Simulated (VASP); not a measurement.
A run of VASP 6.6.1 is set up as follows.

Contents of INCAR:

```
  PREC = Accurate
  ENCUT = 520
  EDIFF = 1E-6
  ISMEAR = 0
  SIGMA = 0.15
  LREAL = F
  LASPH = T
  NELM = 150
  ALGO = Normal
  ISIF = 2
  LWAVE = F
  LCHARG = F
  ISPIN = 2
  MAGMOM = 0.7 1.54 1.54 1.54
  LORBIT = 11
  NUPDOWN = 5.32
  LMAXMIX = 4
  GGA = PS
  NBANDS = 32
```

KPOINTS

```
Automatic mesh
0
Gamma
  12 12 12
```

POSCAR

```
TiCo3
1.0
    3.4529205823      0.0000000000      0.0000000000
    0.0000000000      3.4529205823      0.0000000000
    0.0000000000      0.0000000000      3.4529205823
Ti Co
1 3
Direct
    0.0000000000      0.0000000000      0.0000000000
    0.0000000000      0.5000000000      0.5000000000
    0.5000000000      0.0000000000      0.5000000000
    0.5000000000      0.5000000000      0.0000000000
```

Potentials or basis: VASP PAW PBE potentials, release 64 (Ti_sv, Co).

Command:

```sh
$ cat potpaw_PBE.64/Ti_sv/POTCAR potpaw_PBE.64/Co/POTCAR > POTCAR
$ mpirun -np 1 vasp_std > vasp.out
```

Question: Estimate the pressure.

Answer: 38.3 GPa.

Caveat: the cell stands under pressure; the PAW data sets were made with another functional, which shifts forces and pressure a little; the total moment is fixed, so each spin has its own Fermi level and the state may be an excited one.
